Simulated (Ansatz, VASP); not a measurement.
## Two plane-wave programs on ScAl

POSCAR

```
ScAl
1.0
    3.5712408440      0.0000000000      0.0000000000
    0.0000000000      3.5712408440      0.0000000000
    0.0000000000      0.0000000000      3.5712408440
Sc Al
1 1
Direct
    0.5000000000      0.5000000000      0.5000000000
    0.0000000000      0.0000000000      0.0000000000
```

The input INCAR.step1:

```
PREC = Accurate ; ENCUT = 520
ISMEAR = 0 ; SIGMA = 0.1
LREAL = False ; LASPH = True
NELM = 100 ; NBANDS = 14
GGA = PE ; ALGO = Normal
EDIFF = 1E-4 ; LWAVE = True
LCHARG = False
```

File INCAR.step2:

```
PREC = Accurate ; ENCUT = 520
EDIFF = 1E-6 ; ISMEAR = 0
SIGMA = 0.1 ; LREAL = False
LASPH = True ; NELM = 100
ALGO = Normal ; ISIF = 2
LWAVE = False ; LCHARG = False
METAGGA = R2SCAN ; LMIXTAU = True
NBANDS = 14 ; ISTART = 1
```

File KPOINTS:

```
regular mesh
0
Gamma
  16 16 16
```

Input for Ansatz:

```yaml
crystal:
  lattice:
    - [3.571240844, 0.0, 0.0]
    - [0.0, 3.571240844, 0.0]
    - [0.0, 0.0, 3.571240844]
  atoms:
    - { symbol: Sc, position: [0.5, 0.5, 0.5] }
    - { symbol: Al, position: [0.0, 0.0, 0.0] }
basis:
  ecutwfc: 500
kpoints:
  mp_grid: { grid: [16, 16, 16] }
hamiltonian:
  xc: r2scan
scf:
  occupations: { method: gaussian, width: 0.1 }
output:
  forces: true
  stress: true
  eigenvalues: true
```

Change from the starting cell: equal strain along all axes, cell held, atoms relaxed: +6.0 %.

Alike in both runs: task single point; functional r2SCAN; k mesh 16 × 16 × 16; occupations gaussian, width 0.1 eV; no spin polarisation.

|  | VASP | Ansatz |
| --- | --- | --- |
| version | VASP 6.6.1 | Ansatz 0.2.0 |
| potentials or method | VASP PAW PBE potentials, release 64 (Sc_sv, Al), cutoff 520 eV | scalar-relativistic, plane waves, PAW |
| valence electrons in the cell | 14 | 14 |

|  | VASP | Ansatz | Ansatz less VASP |
| --- | --- | --- | --- |
| gap on the k mesh at the Fermi level (eV) | none | none | - |
| pressure (GPa) | -9.9 | -10.0 | -0.10 |

VASP's potentials were made for PBE, not for r2SCAN. A gap of «none» marks a metal or a gap that the smearing closes.
